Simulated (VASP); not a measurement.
# Al36H in VASP: a series of runs

Al36H is run at these levels: PBE+D3(BJ); tasks: single point.

Everything below comes from runs of VASP 6.6.1. Logs are shortened: lines on timing, memory, paths and dates and some standing lists are left out, and cuts for length are marked.

## Step 1: The cell of the first run

The cell holds a slab with vacuum, 37 atoms: a = 5.629 Å, b = 5.629 Å, c = 35.907 Å, α = 90.00°, β = 90.00°, γ = 120.00°.

## Step 2: Single point, PBE+D3(BJ)

The input, INCAR:

```
SYSTEM = Al36H
PREC = Accurate
ENCUT = 520
EDIFF = 1E-6
ISMEAR = 0
SIGMA = 0.1
LREAL = Auto
LASPH = .True.
NELM = 100
ALGO = Normal
ISIF = 2
LWAVE = .False.
LCHARG = .False.
LDIPOL = .True.
IDIPOL = 3
DIPOL = 0.5 0.5 0.377
GGA = PE
IVDW = 12
NBANDS = 78
```

The input, KPOINTS:

```
regular mesh
0
Gamma
  6 6 1
  0 0 0
```

The input, POSCAR:

```
Al36H
1.0
    5.6288445219      0.0000000000      0.0000000000
   -2.8144222609      4.8747223499      0.0000000000
    0.0000000000      0.0000000000     35.9073562080
Al H
36 1
Direct
    0.1666666667      0.3333333333      0.1113977865
    0.1666666667      0.8333333333      0.1113977865
    0.6666666667      0.3333333333      0.1113977865
    0.6666666667      0.8333333333      0.1113977865
    0.0000000000      0.0000000000      0.1757372983
    0.0000000000      0.5000000000      0.1757372983
    0.5000000000      0.0000000000      0.1757372983
    0.5000000000      0.5000000000      0.1757372983
    0.3333333333      0.1666666667      0.2400768102
    0.3333333333      0.6666666667      0.2400768102
    0.8333333333      0.1666666667      0.2400768102
    0.8333333333      0.6666666667      0.2400768102
    0.0000000000      0.0000000000      0.3044163221
    0.0000000000      0.5000000000      0.3044163221
    0.5000000000      0.0000000000      0.3044163221
    0.5000000000      0.5000000000      0.3044163221
    0.1666666667      0.3333333333      0.3682539347
    0.1666666667      0.8333333333      0.3682539347
    0.6666666667      0.3333333333      0.3682539347
    0.6666666667      0.8333333333      0.3682539347
    0.0000000000      0.0000000000      0.4320699059
    0.0000000000      0.5000000000      0.4320699059
    0.5000000000      0.0000000000      0.4320699059
    0.5000000000      0.5000000000      0.4320699059
    0.3333333333      0.1666666667      0.4967844642
    0.3333333333      0.6666666667      0.4967844642
    0.8333333333      0.1666666667      0.4967844642
    0.8333333333      0.6666666667      0.4967844642
    0.0000000000      0.0000000000      0.5611166564
    0.0000000000      0.5000000000      0.5611166564
    0.5000000000      0.0000000000      0.5611166564
    0.5000000000      0.5000000000      0.5611166564
    0.1666666667      0.3333333333      0.6268174153
    0.1666666667      0.8333333333      0.6268174153
    0.6666666667      0.3333333333      0.6268174153
    0.6666666667      0.8333333333      0.6268174153
    0.1666666667      0.3333333333      0.6964410318
```

Potentials or basis: VASP PAW PBE potentials, release 64 (Al, H).

The run is started by

```
$ cat potpaw_PBE.64/Al/POTCAR potpaw_PBE.64/H/POTCAR > POTCAR
$ mpirun -np 1 vasp_std > vasp.out
```

OUTCAR:

```text
SYSTEM = Al36H
   PREC = Accurate
   ENCUT = 520
   EDIFF = 1E-6
   ISMEAR = 0
   LREAL = Auto
   LASPH = .True.
   NELM = 100
   ISIF = 2
   GGA = PE
   IVDW = 12
 IVDW          = 12

 ion  position               nearest neighbor table
   1  0.167  0.333  0.111-   2 2.81   2 2.81   3 2.81   3 2.81   4 2.81   4 2.81   5 2.82   8 2.82
                             6 2.82
   2  0.167  0.833  0.111-   1 2.81   1 2.81   4 2.81   4 2.81   3 2.81   3 2.81   6 2.82   7 2.82
                             5 2.82
   3  0.667  0.333  0.111-   4 2.81   4 2.81   1 2.81   1 2.81   2 2.81   2 2.81   7 2.82   6 2.82
                             8 2.82
   4  0.667  0.833  0.111-   3 2.81   3 2.81   2 2.81   2 2.81   1 2.81   1 2.81   8 2.82   5 2.82
                             7 2.82
   5  0.000  0.000  0.176-   6 2.81   6 2.81   7 2.81   7 2.81   8 2.81   8 2.81   1 2.82   4 2.82
                             2 2.82  12 2.82   9 2.82  11 2.82
   6  0.000  0.500  0.176-   5 2.81   5 2.81   8 2.81   8 2.81   7 2.81   7 2.81   2 2.82   3 2.82
                             1 2.82  11 2.82  10 2.82  12 2.82
   7  0.500  0.000  0.176-   8 2.81   8 2.81   5 2.81   5 2.81   6 2.81   6 2.81   3 2.82   2 2.82
                             4 2.82  10 2.82  11 2.82   9 2.82
   8  0.500  0.500  0.176-   7 2.81   7 2.81   6 2.81   6 2.81   5 2.81   5 2.81   4 2.82   1 2.82
                             3 2.82   9 2.82  12 2.82  10 2.82
   9  0.333  0.167  0.240-  10 2.81  10 2.81  11 2.81  11 2.81  12 2.81  12 2.81  16 2.82   8 2.82
[... 40 lines left out ...]
                            27 2.82  33 2.86  36 2.86  34 2.86
  30  0.000  0.500  0.561-  29 2.81  29 2.81  32 2.81  32 2.81  31 2.81  31 2.81  27 2.82  26 2.82
                            28 2.82  34 2.86  35 2.86  33 2.86
  31  0.500  0.000  0.561-  32 2.81  32 2.81  29 2.81  29 2.81  30 2.81  30 2.81  26 2.82  27 2.82
                            25 2.82  35 2.86  34 2.86  36 2.86
  32  0.500  0.500  0.561-  31 2.81  31 2.81  30 2.81  30 2.81  29 2.81  29 2.81  25 2.82  28 2.82
                            26 2.82  36 2.86  33 2.86  35 2.86
  33  0.167  0.333  0.627-  34 2.81  34 2.81  35 2.81  35 2.81  36 2.81  36 2.81  29 2.86  32 2.86
                            30 2.86
  34  0.167  0.833  0.627-  33 2.81  33 2.81  36 2.81  36 2.81  35 2.81  35 2.81  30 2.86  31 2.86
                            29 2.86
  35  0.667  0.333  0.627-  36 2.81  36 2.81  33 2.81  33 2.81  34 2.81  34 2.81  31 2.86  30 2.86
                            32 2.86
  36  0.667  0.833  0.627-  35 2.81  35 2.81  34 2.81  34 2.81  33 2.81  33 2.81  32 2.86  29 2.86
                            31 2.86
  37  0.167  0.333  0.696-

  LATTYP: Found a hexagonal cell.
 ALAT       =     5.6288445219
 C/A-ratio  =     6.3791700176

  Lattice vectors:

 A1 = (   5.6288445219,   0.0000000000,   0.0000000000)
 A2 = (  -2.8144222609,   4.8747223499,   0.0000000000)
 A3 = (   0.0000000000,   0.0000000000,  35.9073562080)

Analysis of symmetry for initial positions (statically):
=====================================================================
 Subroutine PRICEL returns:
 Original cell was already a primitive cell.

 Routine SETGRP: Setting up the symmetry group for a
 hexagonal supercell.

 Subroutine GETGRP returns: Found  6 space group operations
 (whereof  2 operations were pure point group operations)
 out of a pool of 24 trial point group operations.

The static configuration has the point symmetry C_1h.
 The point group associated with its full space group is C_3v.

Analysis of symmetry for dynamics (positions and initial velocities):
=====================================================================
 Subroutine PRICEL returns:
 Original cell was already a primitive cell.

 Routine SETGRP: Setting up the symmetry group for a
 hexagonal supercell.

 Subroutine GETGRP returns: Found  6 space group operations
 (whereof  2 operations were pure point group operations)
 out of a pool of 24 trial point group operations.

The dynamic configuration has the point symmetry C_1h.
 The point group associated with its full space group is C_3v.

 Subroutine INISYM returns: Found  6 space group operations
 (whereof  2 operations are pure point group operations),
 and found     1 'primitive' translations

----------------------------------------------------------------------------------------

                                     Primitive cell

  volume of cell :     985.2639

  direct lattice vectors                    reciprocal lattice vectors
[... 99 lines left out ...]
     0.000000000  0.000000000  0.027849447     0.000000000  0.000000000  1.000000000

  Length of vectors
     0.034189981  0.034189981  0.027849447

  Shift w.r.t. Gamma in fractional coordinates (k-lattice)
     0.000000000  0.000000000  0.000000000

 Subroutine IBZKPT returns following result:
 ===========================================

 Found      7 irreducible k-points:

 Following reciprocal coordinates:
            Coordinates               Weight
  0.000000  0.000000  0.000000      1.000000
  0.166667  0.000000  0.000000      6.000000
  0.333333  0.000000  0.000000      6.000000
  0.500000  0.000000  0.000000      3.000000
  0.166667  0.166667  0.000000      6.000000
  0.333333  0.166667  0.000000     12.000000
  0.333333  0.333333  0.000000      2.000000
   k-points           NKPTS =      7   k-points in BZ     NKDIM =      7   number of bands    NBANDS=     78
   number of dos      NEDOS =    301   number of ions     NIONS =     37
   total plane-waves  NPLWV = 476280
   dimension x,y,z NGX =    42 NGY =   42 NGZ =  270
   dimension x,y,z NGXF=    84 NGYF=   84 NGZF=  540
   ions per type =              36   1
   NGX,Y,Z   is equivalent  to a cutoff of  12.40, 12.40, 12.50 a.u.
   NGXF,Y,Z  is equivalent  to a cutoff of  24.81, 24.81, 25.00 a.u.
 SYSTEM =  Al36H
   PREC   = accura    normal or accurate (medium, high low for compatibility)
   ISTART =      0    job   : 0-new  1-cont  2-samecut
   ICHARG =      2    charge: 1-file 2-atom 10-const
   ISPIN  =      1    spin polarized calculation?
   LNONCOLLINEAR =      F non collinear calculations
   LSORBIT =      F    spin-orbit coupling
   LASPH  =      T    aspherical Exc in radial PAW
   ENCUT  =  520.0 eV  38.22 Ry    6.18 a.u.  10.47 10.47 66.76*2*pi/ulx,y,z
   NELM   =    100;   NELMIN=  2; NELMDL= -5     # of ELM steps
   EDIFF  = 0.1E-05   stopping-criterion for ELM
   LREAL  =      T    real-space projection
   EDIFFG = 0.1E-04   stopping-criterion for IOM
   NSW    =      0    number of steps for IOM
   IBRION =     -1    ionic relax: 0-MD 1-quasi-New 2-CG
   NFREE  =      0    steps in history (QN), initial steepest desc. (CG)
   ISIF   =      2    stress and relaxation
   ISYM   =      2    0-nonsym 1-usesym 2-fastsym
   POTIM  = 0.5000    time-step for ionic-motion
   TEBEG  =    0.0;   TEEND  =   0.0 temperature during run
   PSTRESS=    0.0 pullay stress
   NELECT =     109.0000    total number of electrons
   NUPDOWN=      -1.0000    fix difference up-down
   EMIN   =  10.00;   EMAX   =-10.00  energy-range for DOS
   EFERMI =   0.00;   METHOD = LEGACY
   ISMEAR =     0;   SIGMA  =   0.10  broadening in eV -4-tet -1-fermi 0-gaus
   EFERMI_NEDOS =   21; number of points for ismear=-14 and -15
   IALGO  =     38    algorithm
   IMIX   =      4    mixing-type and parameters
     AMIX     =   0.40;   BMIX     =  1.00
     AMIX_MAG =   1.60;   BMIX_MAG =  1.00
  volume/ion in A,a.u.               =      26.63       179.70
  Fermi-wavevector in a.u.,A,eV,Ry     =   0.785898  1.485132  8.403442  0.617636
  Thomas-Fermi vector in A             =   1.890327
   LORBIT       =      0    0 simple, 1 ext, 2 COOP (PROOUT), +10 PAW based schemes
   GGA     = PE    functional components
   LHFCALC =     F    Hartree Fock is set to
   AEXX    =    0.0000 exact exchange contribution
   IVDW    =    12    specifies the selected vdW correction
   LEPSILON=     F    determine dielectric tensor
   LRPA    =     F    only Hartree local field effects (RPA)
 non-spin polarized calculation
 Gauss-broadening in eV      SIGMA  =   0.10
  energy-cutoff  :      520.00
  volume of cell :      985.26
 maximum number of plane-waves:     26641
 NGX is ok and might be reduce to    42
   NGX = 21   NGY = 21   NGZ =133

 dipolmoment           0.000000      0.000000     -0.050311 electrons x Angstroem

 number of electron     109.0000000 magnetization

 dipolmoment           0.000000      0.000000      0.232010 electrons x Angstroem

 Free energy of the ion-electron system (eV)
  ---------------------------------------------------
  ext. energy  EPLUGINS =         0.00000000
  ---------------------------------------------------
  free energy    TOTEN  =      -133.25162325 eV

  energy without entropy =     -133.17572840  energy(sigma->0) =     -133.21367582

 E-fermi :   2.8967     XC(G=0):  -6.6325

 val. band max:        2.8935865304   @ k =   0.1667   0.0000   0.0000
 cond. band min:       2.9046639020   @ k =   0.1667   0.1667   0.0000
 fundamental gap:      0.0110773716
 Fermi energy:         2.8967005162

 k-point     1 :       0.0000    0.0000    0.0000
  band No.  band energies     occupation
      1      -8.4077      2.00000
      2      -8.1439      2.00000
      3      -7.7573      2.00000
      4      -7.2041      2.00000
      5      -6.5239      2.00000
      6      -5.7103      2.00000
[... 472 lines left out ...]
     65       5.5085      0.00000
     66       5.5100      0.00000
 [bands above 66 left out]

------------------------ aborting loop because EDIFF is reached ----------------------------------------

 vacuum level on the upper side and lower side of the slab       (xc-potential included)         0.434        -1.151

 Edisp (eV)  -11.28002

 E8    (eV) :    -5.1097

  FORCE on cell =-STRESS in cart. coord.  units (eV):
  Direction    XX          YY          ZZ          XY          YZ          ZX
  --------------------------------------------------------------------------------------
  -------------------------------------------------------------------------------------
  Total      -3.45203    -3.45203    -3.59159    -0.00000     0.00000     0.00000
  in kB      -5.61349    -5.61349    -5.84043    -0.00000     0.00000     0.00000
  external pressure =       -5.69 kB  Pullay stress =        0.00 kB

 VOLUME and BASIS-vectors are now :
 -----------------------------------------------------------------------------
  energy-cutoff  :      520.00
  volume of cell :      985.26
      direct lattice vectors                 reciprocal lattice vectors
     5.628844522  0.000000000  0.000000000     0.177656355  0.102569944  0.000000000
    -2.814422261  4.874722350  0.000000000     0.000000000  0.205139889  0.000000000
     0.000000000  0.000000000 35.907356208     0.000000000  0.000000000  0.027849447

 POSITION                                       TOTAL-FORCE (eV/Angst)
 -----------------------------------------------------------------------------------
      0.00000      1.62491      4.00000        -0.000000     -0.000000     -0.107747
     -1.40721      4.06227      4.00000        -0.002862     -0.001652     -0.098064
      2.81442      1.62491      4.00000         0.000000      0.003304     -0.098064
      1.40721      4.06227      4.00000         0.002862     -0.001652     -0.098064
      0.00000      0.00000      6.31026         0.000000      0.053390      0.108818
     -1.40721      2.43736      6.31026         0.046237     -0.026695      0.108818
[... 29 lines left out ...]
      1.40721      4.06227     22.50736        -0.019666      0.011354     -0.012276
      0.00000      1.62491     25.00736        -0.000000     -0.000000     -1.643307
 -----------------------------------------------------------------------------------
    total drift:                               -0.000000      0.000000     -0.029535

  FREE ENERGIE OF THE ION-ELECTRON SYSTEM (eV)
  ---------------------------------------------------
  free  energy   TOTEN  =      -144.5316385747 eV

  energy  without entropy=     -144.4557437156  energy(sigma->0) =     -144.49369115

 vacuum level on the upper side and lower side of the slab         8.158         6.610
```

It took 16 min on 1 thread of Intel Xeon 6975P-C (Granite Rapids), shared host; peak memory 1 GiB.

Results:

```yaml
Free_energy: -144.5316 eV
Largest_force: 1.651 eV/Å
Band_gap_on_the_k_mesh: zero (an odd number of electrons rules out a gap without spin polarisation)
Dispersion_energy_per_atom: -0.305 eV
```

Forces in eV/Å, atoms in the order of the input:
```
Al   0.000  0.000 -0.108
Al  -0.003 -0.002 -0.098
Al   0.000  0.003 -0.098
Al   0.003 -0.002 -0.098
Al   0.000  0.053  0.109
Al   0.046 -0.027  0.109
Al   0.000  0.000  0.140
Al  -0.046 -0.027  0.109
Al  -0.025  0.014 -0.025
Al   0.000 -0.029 -0.025
Al   0.025  0.014 -0.025
Al   0.000  0.000 -0.026
Al   0.000  0.021  0.021
Al   0.018 -0.010  0.021
Al   0.000  0.000 -0.015
Al  -0.018 -0.010  0.021
Al   0.000  0.000  0.041
Al  -0.004 -0.002 -0.009
Al   0.000  0.005 -0.009
Al   0.004 -0.002 -0.009
Al   0.000  0.043 -0.005
Al   0.037 -0.022 -0.005
Al   0.000  0.000  0.068
Al  -0.037 -0.022 -0.005
Al  -0.004  0.003 -0.028
Al   0.000 -0.005 -0.028
Al   0.004  0.003 -0.028
Al   0.000  0.000  0.036
Al   0.000 -0.016  0.015
Al  -0.014  0.008  0.015
Al   0.000  0.000 -0.050
Al   0.014  0.008  0.015
Al   0.000  0.000  1.651
Al   0.020  0.011 -0.012
Al   0.000 -0.023 -0.012
Al  -0.020  0.011 -0.012
H    0.000  0.000 -1.643
```

## Step 3: Single point, PBE+D3(BJ)

INCAR: that of step 2 with these lines changed.

```diff
@@ -3,3 +3,3 @@
 ENCUT = 520
-EDIFF = 1E-6
+EDIFF = 1E-7
 ISMEAR = 0
@@ -8,3 +8,3 @@
 LASPH = .True.
-NELM = 100
+NELM = 60
 ALGO = Normal
```

KPOINTS is that of step 2.

POSCAR: that of step 2 with these lines changed.

```diff
@@ -44,2 +44,2 @@
     0.6666666667      0.8333333333      0.6268174153
-    0.1666666667      0.3333333333      0.6964410318
+    0.3333333333      0.6666666667      0.6964410318
```

Potentials or basis: VASP PAW PBE potentials, release 64 (Al, H).

The run is started by

```
$ cat potpaw_PBE.64/Al/POTCAR potpaw_PBE.64/H/POTCAR > POTCAR
$ mpirun -np 1 vasp_std > vasp.out
```

Wall time 20 min (1 thread of Intel Xeon 6975P-C (Granite Rapids), shared host); peak memory 1 GiB.

Results (log left out):

```yaml
Free_energy: -144.3050 eV
Largest_force: 1.262 eV/Å
Band_gap_on_the_k_mesh: zero (an odd number of electrons rules out a gap without spin polarisation)
Dispersion_energy_per_atom: -0.305 eV
```

Forces on the atoms (eV/Å):
```
Al   0.000  0.027 -0.106
Al   0.023 -0.013 -0.106
Al   0.000  0.000 -0.109
Al  -0.023 -0.013 -0.106
Al   0.000  0.000  0.123
Al   0.043  0.025  0.122
Al   0.000 -0.049  0.122
Al  -0.043  0.025  0.122
Al   0.007  0.004 -0.025
Al   0.000  0.000 -0.038
Al  -0.007  0.004 -0.025
Al   0.000 -0.008 -0.025
Al   0.000  0.000 -0.014
Al   0.038  0.022  0.024
Al   0.000 -0.044  0.024
Al  -0.038  0.022  0.024
Al   0.000  0.027  0.013
Al   0.023 -0.013  0.013
Al   0.000  0.000 -0.036
Al  -0.023 -0.013  0.013
Al   0.000  0.000 -0.007
Al   0.025  0.014  0.023
Al   0.000 -0.029  0.023
Al  -0.025  0.014  0.023
Al  -0.005 -0.003 -0.001
Al   0.000  0.000 -0.079
Al   0.005 -0.003 -0.001
Al   0.000  0.006 -0.001
Al   0.000  0.000 -0.040
Al  -0.007 -0.004  0.018
Al   0.000  0.008  0.018
Al   0.007 -0.004  0.018
Al   0.000  0.055  0.418
Al   0.048 -0.028  0.418
Al   0.000  0.000  0.005
Al  -0.048 -0.028  0.418
H    0.000  0.000 -1.262
```

Levels at points of the mesh, in eV from the Fermi level:
```tsv
k point	band 51	band 52	band 53	band 54	band 55	band 56	band 57	band 58	band 59	band 60
(0.00, 0.00, 0.00)	-1.36	-1.28	-1.28	-1.25	-0.63	-0.55	-0.55	-0.52	-0.46	-0.46
(0.50, 0.00, 0.00)	-0.27	-0.14	-0.11	-0.08	-0.03	0.27	0.43	0.44	0.54	0.66
```

## Step 4: Single point, PBE+D3(BJ)

The input, INCAR:

```
  ALGO = Fast
  DIPOL = 0.5 0.5 0.377
  EDIFF = 1E-6
  ENCUT = 520
  GGA = PE
  IDIPOL = 3
  ISIF = 2
  ISMEAR = 0
  IVDW = 12
  LASPH = True
  LCHARG = False
  LDIPOL = True
  LREAL = Auto
  LWAVE = False
  NBANDS = 78
  NELM = 100
  PREC = Accurate
  SIGMA = 0.1
```

The input, KPOINTS:

```
k-points
0
Gamma
  6 6 1
```

POSCAR: that of step 3 with these lines changed.

```diff
@@ -44,2 +44,2 @@
     0.6666666667      0.8333333333      0.6268174153
-    0.3333333333      0.6666666667      0.6964410318
+    0.5000000000      0.5000000000      0.6964410318
```

The run is started by

```
$ cat potpaw_PBE.64/Al/POTCAR potpaw_PBE.64/H/POTCAR > POTCAR
$ mpirun -np 1 vasp_std > vasp.out
```

It took 30 min on 1 thread of Oxide Virtual Turin-like, shared host; peak memory 1 GiB.

The run converged. Its results:

| Item | Value |
| --- | --- |
| Free energy | -144.2964 eV |
| Largest force | 1.247 eV/Å |
| Band gap on the k mesh | zero (an odd number of electrons rules out a gap without spin polarisation) |
| Dispersion energy per atom | -0.305 eV |

Forces in eV/Å, atoms in the order of the input:
```
Al   0.034  0.019 -0.103
Al   0.000  0.000 -0.114
Al  -0.034  0.019 -0.103
Al   0.000 -0.039 -0.103
Al  -0.002  0.001  0.130
Al   0.000 -0.002  0.130
Al   0.002  0.001  0.130
Al   0.000  0.000  0.075
Al   0.000  0.040 -0.023
Al   0.034 -0.020 -0.023
Al   0.000  0.000 -0.034
Al  -0.034 -0.020 -0.023
Al   0.011 -0.006  0.002
Al   0.000  0.013  0.002
Al  -0.011 -0.006  0.002
Al   0.000  0.000  0.062
Al   0.036  0.021  0.004
Al   0.000  0.000  0.002
Al  -0.036  0.021  0.004
Al   0.000 -0.041  0.004
Al   0.017 -0.010  0.031
Al   0.000  0.020  0.031
Al  -0.017 -0.010  0.031
Al   0.000  0.000 -0.030
Al   0.000  0.000 -0.031
Al   0.000  0.000 -0.031
Al   0.000  0.000  0.028
Al   0.000  0.000 -0.031
Al  -0.042  0.024 -0.051
Al   0.000 -0.049 -0.051
Al   0.042  0.024 -0.051
Al   0.000  0.000  0.095
Al   0.125  0.072  0.441
Al   0.000  0.000 -0.036
Al  -0.125  0.072  0.441
Al   0.000 -0.145  0.441
H    0.000  0.000 -1.247
```

Levels at points of the mesh, in eV from the Fermi level:
| k point | band 51 | band 52 | band 53 | band 54 | band 55 | band 56 | band 57 | band 58 | band 59 | band 60 |
| --- | --- | --- | --- | --- | --- | --- | --- | --- | --- | --- |
| (0.00, 0.00, 0.00) | -1.38 | -1.28 | -1.28 | -1.23 | -0.64 | -0.55 | -0.55 | -0.49 | -0.46 | -0.46 |
| (0.50, 0.00, 0.00) | -0.25 | -0.13 | -0.11 | -0.08 | -0.06 | 0.28 | 0.44 | 0.44 | 0.54 | 0.66 |

## Step 5: Overview

| cell | gap on the mesh (eV) | largest force (eV/Å) |
| --- | --- | --- |
| as given, atomic positions A | none | 1.65 |
| as given, atomic positions B | none | 1.26 |
| as given, atomic positions C | none | 1.25 |

Alike in all rows: task single point; level PBE+D3(BJ); potentials or basis VASP PAW PBE potentials, release 64 (Al, H); no spin polarisation; k mesh 6 × 6 × 1; cutoff (eV) 520; smearing gaussian 0.1 eV.

Total energies depend on the potentials used, so only differences within one code and one set of settings carry meaning.

The gap in the log of VASP goes by the Fermi energy; the results here count the filled bands.